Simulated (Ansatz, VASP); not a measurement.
## AlGaN2: VASP beside Ansatz

```
Al Ga N
1.0
     3.23510    0.00000    0.00000
     0.00000    3.23510    0.00000
     0.00000    0.00000    4.55655
Al Ga N
1 1 2
Direct
  0.50000 0.50000 0.50000
  0.00000 0.00000 0.00000
  0.50000 0.00000 0.73826
  0.00000 0.50000 0.26174
```

Change from the starting cell: strain +0.030 along x and y, +0.030 along z, atoms carried along.

Alike in both runs: task single point; functional LDA; k mesh 8 × 8 × 6; occupations gaussian, width 0.05 eV; no spin polarisation.

|  | VASP | Ansatz |
| --- | --- | --- |
| version | VASP 6.6.1 | Ansatz 0.2.0 |
| potentials or method | VASP PAW LDA potentials, release 64 (Al, Ga_d, N), cutoff 520 eV | scalar-relativistic, plane waves, PAW |
| valence electrons in the cell | 26 | 26 |

|  | VASP | Ansatz | Ansatz less VASP |
| --- | --- | --- | --- |
| gap on the k mesh at the Fermi level (eV) | 2.23 | 2.22 | -0.011 |
| least direct gap on the mesh (eV) | 2.23 | 2.22 | -0.011 |
| pressure (GPa) | -18.0 | -18.6 | -0.52 |
| rms of the force components (eV/Å) | 0.057 | 0.067 | +0.0101 |

LDA's correlation is that of Perdew and Zunger in VASP and of Perdew and Wang (1992) in Ansatz. Atom by atom the forces differ by 0.010 eV/Å (rms over components).
